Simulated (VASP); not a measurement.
Runs of VASP 6.6.1 on ZnSn3N2. The structure is that of space group R-3m (No. 166), or close to it. The cells are those of the table. 

```csv
task,cell,k mesh,cutoff (eV),gap on the mesh (eV),pressure (GPa),relaxed volume (Å³/atom),largest force (eV/Å)
single point,"a = 5.040 Å, angles 99.5°, 6 atoms",6 × 6 × 6,520,none,(b),-,0.11
single point,"a = 5.053 Å, angles 99.6°, 6 atoms",3 × 3 × 3,520,none,0.1,-,0.11
single point,"a = 5.081 Å, angles 86.2°, 6 atoms",3 × 3 × 3,520,none,-2.2,-,1.79
relaxation of cell and atoms,"relaxed from a = 5.053 Å, angles 99.6°, 6 atoms",6 × 6 × 6,600,none,0.0,(a),0.02
relaxation of cell and atoms,"relaxed from a = 5.081 Å, angles 86.2°, 6 atoms",3 × 3 × 3,600,none,0.1,20.48,-
```

Alike in all rows: level PBE; potentials or basis VASP PAW PBE potentials, release 64 (Zn, Sn_d, N); no spin polarisation; smearing gaussian 0.1 eV.

Q: Estimate the missing entries.

A: (a) 20.36; (b) 0.2.

Caveats: some runs use coarse meshes; spin-orbit coupling is left out, which moves the levels of the heavy elements; forces of over 1 eV/Å act on the atoms, so gaps and moduli don't describe the material at rest (some runs).

A k mesh can miss the band edges, and the runs leave out spin-orbit coupling on Sn.

A gap of «none» marks levels without a gap at the run's occupations.
